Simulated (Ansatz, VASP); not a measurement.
CuO: VASP beside Ansatz

Contents of INCAR:

```
SYSTEM = CuO
PREC = Accurate
ENCUT = 700
EDIFF = 1E-6
ISMEAR = 0
SIGMA = 0.05
LREAL = .FALSE.
LASPH = .TRUE.
NELM = 200
ALGO = Normal
ISIF = 2
LWAVE = .FALSE.
LCHARG = .FALSE.
ISPIN = 2
MAGMOM = 1 1 0 0
LORBIT = 11
LMAXMIX = 4
LDAU = .TRUE.
LDAUTYPE = 2
LDAUL = 2 -1
LDAUU = 4 0
LDAUJ = 0 0
LDAUPRINT = 1
GGA = PE
NBANDS = 37
GGA_COMPAT = .FALSE.
```

Contents of KPOINTS:

```
Automatic mesh
0
G
  8 8 4
  0 0 0
```

File POSCAR:

```
CuO
1.0
    2.3418500000     -1.7113000000      0.0000000000
    2.3418500000      1.7113000000      0.0000000000
   -0.8500274268      0.0000000000      5.0578693947
Cu O
2 2
Direct
    0.0000000000      0.5000000000      0.0000000000
    0.5000000000      0.0000000000      0.5000000000
    0.5816000000      0.4184000000      0.2500000000
    0.4184000000      0.5816000000      0.7500000000
```

Input for Ansatz:

```yaml
crystal:
  lattice:
    - [2.34185, -1.7113, 0.0]
    - [2.34185, 1.7113, 0.0]
    - [-0.8500274268, 0.0, 5.0578693947]
  atoms:
    - { symbol: Cu, position: [0.0, 0.5, 0.0], spin: 1.0 }
    - { symbol: Cu, position: [0.5, 0.0, 0.5], spin: 1.0 }
    - { symbol: O, position: [0.5816, 0.4184, 0.25] }
    - { symbol: O, position: [0.4184, 0.5816, 0.75] }
basis:
  ecutwfc: 420
  ecutrho_ratio: 4
kpoints:
  mp_grid: { grid: [8, 8, 4] }
hamiltonian:
  xc: pbe
  hubbard: { sites: [{ species: Cu, l: d, u_eff: 4.0 }] }
scf:
  occupations: { method: gaussian, width: 0.05 }
  lower_state_search: "off"
output:
  forces: true
  stress: true
  eigenvalues: true
  populations: true
  hubbard: { sites: [{ species: Cu, l: d }] }
magnetization:
  spin_polarized: true
checkpoint:
  read: start.run
  write: ck
  compress: false
  write_wavefunctions: false
  write_every: 100000
```

Alike in both runs: task single point; functional PBE; k mesh 8 × 8 × 4; occupations gaussian, width 0.05 eV; collinear spin; Hubbard terms Cu d U = 4.0 eV.

```csv
,VASP,Ansatz
version,VASP 6.6.1,Ansatz 0.2.0
potentials or method,"VASP PAW PBE potentials, release 64 (Cu_sv_GW, O), cutoff 700 eV","scalar-relativistic, plane waves, PAW"
valence electrons in the cell,50,50
```

|  | VASP | Ansatz | Ansatz less VASP |
| --- | --- | --- | --- |
| pressure (GPa) | 4.2 | 8.4 | +4.19 |
| traceless stress, the component that is largest in VASP (GPa) | -0.76 | -0.81 | -0.047 |
| rms of the force components (eV/Å) | 0.009 | 0.029 | +0.0196 |
| net moment per atom (μB) | 0.50 | 0.48 | -0.022 |
| size of the moment on the site where the two differ most (μB) | 0.70 | 0.61 | -0.092 |

Site moments also hang on the region over which each program counts them. The programs project onto different local orbitals, so the same U acts differently, and such runs can settle in different states. Atom by atom the forces differ by 0.020 eV/Å (rms over components). Ansatz's warnings: filled band counts differ across k points.
